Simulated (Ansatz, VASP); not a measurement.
**LiAl2H2 in VASP and in Ansatz**

```
H Al Li
1.0
     2.05266    3.55531    0.00000
    -2.05266    3.55531    0.00000
     0.00000    0.00000    4.28323
H Al Li
2 2 1
Direct
  0.33330 0.33340 0.09760
  0.66670 0.66660 0.90240
  0.33330 0.33340 0.45890
  0.66670 0.66660 0.54110
  0.00000 0.00000 0.00000
```

Alike in both runs: task single point; functional r2SCAN; k mesh 10 × 10 × 8; no spin polarisation.

|  | VASP | Ansatz |
| --- | --- | --- |
| version | VASP 6.6.1 | Ansatz 0.2.0 |
| potentials or method | VASP PAW PBE potentials, release 64 (H, Al, Li_sv), cutoff 520 eV | PAW plane waves |
| occupations | fermi-dirac, width 0.1 eV | fermi-dirac |
| valence electrons in the cell | 11 | 11 |

Ansatz gave:

```
rms of the force components (eV/Å) : 0.542
```

**Question.** Estimate VASP's values.

**Answer.** rms of the force components (eV/Å): 0.543.

VASP's potentials were made for PBE, not for r2SCAN. Atom by atom the forces differ by 0.006 eV/Å (rms over components). Ansatz's warnings: structure snapped to symmetry.

Noted on VASP's run: the cutoff is short for stress, so the pressure is rough.
